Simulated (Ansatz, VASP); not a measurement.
Two plane-wave programs on MgO2

```
Mg O
1.0
     4.79193    0.00000    0.00000
     0.00000    4.79193    0.00000
     0.00000    0.00000    4.79193
Mg O
4 8
Cartesian
  0.0000 2.3960 2.3960
  2.3960 2.3960 0.0000
  2.3960 0.0000 2.3960
  0.0000 0.0000 0.0000
  1.9700 0.4260 4.3659
  0.4260 4.3659 1.9700
  4.3659 1.9700 0.4260
  2.8220 2.8220 2.8220
  1.9700 1.9700 1.9700
  0.4260 2.8220 4.3659
  4.3659 0.4260 2.8220
  2.8220 4.3659 0.4260
```

Alike in both runs: functional PBEsol; k mesh 6 × 6 × 6; occupations gaussian, width 0.02 eV; no spin polarisation.

Ansatz relaxed the structure, and its values are those at the end. VASP's run is a single point on that final structure, the one shown.

```csv
,VASP,Ansatz
version,VASP 6.6.1,Ansatz 0.2.0
potentials or method,"VASP PAW PBE potentials, release 64 (Mg, O), cutoff 520 eV","scalar-relativistic, plane waves, PAW"
valence electrons in the cell,56,88
```

```tsv
	VASP	Ansatz	Ansatz less VASP
gap on the k mesh at the Fermi level (eV)	4.05	4.08	+0.026
least direct gap on the mesh (eV)	4.19	4.21	+0.026
pressure (GPa)	4.4	4.4	+0.02
rms of the force components (eV/Å)	0.097	0.001	-0.0954
```

VASP's potentials were made for PBE, not for PBEsol. VASP's potentials hold 56 valence electrons a cell and Ansatz's 88, so a difference there can come from the potentials and not from the codes. Ansatz's warnings: stress scf threshold loose.
